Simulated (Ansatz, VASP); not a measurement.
Na in VASP and in Ansatz

File INCAR:

```
SYSTEM = Na
PREC     = Accurate       ! precision mode
ENCUT    = 520            ! plane-wave cutoff, eV
EDIFF    = 1E-7           ! SCF threshold, eV
ISMEAR   = -1             ! smearing method
SIGMA    = 0.1            ! smearing width, eV
LREAL    = .False.        ! projectors in reciprocal space
LASPH    = .True.         ! aspherical terms in the spheres
NELM     = 80             ! most SCF steps
ALGO     = Normal         ! electronic algorithm
ISIF     = 2              ! what is computed and relaxed
LWAVE    = .False.        ! write WAVECAR
LCHARG   = .False.        ! write CHGCAR
GGA      = PE             ! functional
NBANDS   = 10             ! bands
```

File KPOINTS:

```
regular mesh
0
Gamma
  14 14 14
  0 0 0
```

File POSCAR:

```
Na
1.0
    0.0000000000      2.5992009378      2.5992009378
    2.5992009378      0.0000000000      2.5992009378
    2.5992009378      2.5992009378      0.0000000000
Na
1
Direct
    0.0000000000      0.0000000000      0.0000000000
```

Input for Ansatz:

```yaml
crystal:
  lattice:
    - [0.0, 2.5992009378, 2.5992009378]
    - [2.5992009378, 0.0, 2.5992009378]
    - [2.5992009378, 2.5992009378, 0.0]
  atoms:
    - { symbol: Na, position: [0.0, 0.0, 0.0] }
kpoints:
  mp_grid: { grid: [14, 14, 14] }
scf:
  occupations: { method: fermi_dirac, width: 0.1 }
hamiltonian:
  xc: pbe
  pseudopotentials: { kind: all_electron, lapw: { basis_error: 0.001 } }
output:
  forces: true
  stress: true
  eigenvalues: true
  populations: true
```

Change from the starting cell: volume scaled by 0.95, LAPW.

Alike in both runs: task single point; functional PBE; k mesh 14 × 14 × 14; occupations fermi-dirac, width 0.1 eV; no spin polarisation.

```csv
,VASP,Ansatz
version,VASP 6.6.1,Ansatz 0.2.0
potentials or method,"VASP PAW PBE potentials, release 64 (Na_pv), cutoff 520 eV","all-electron LAPW, scalar-relativistic"
```

|  | VASP | Ansatz | Ansatz less VASP |
| --- | --- | --- | --- |
| pressure (GPa) | 0.5 | 0.5 | +0.01 |

Ansatz ran all-electron here, and VASP with PAW potentials.
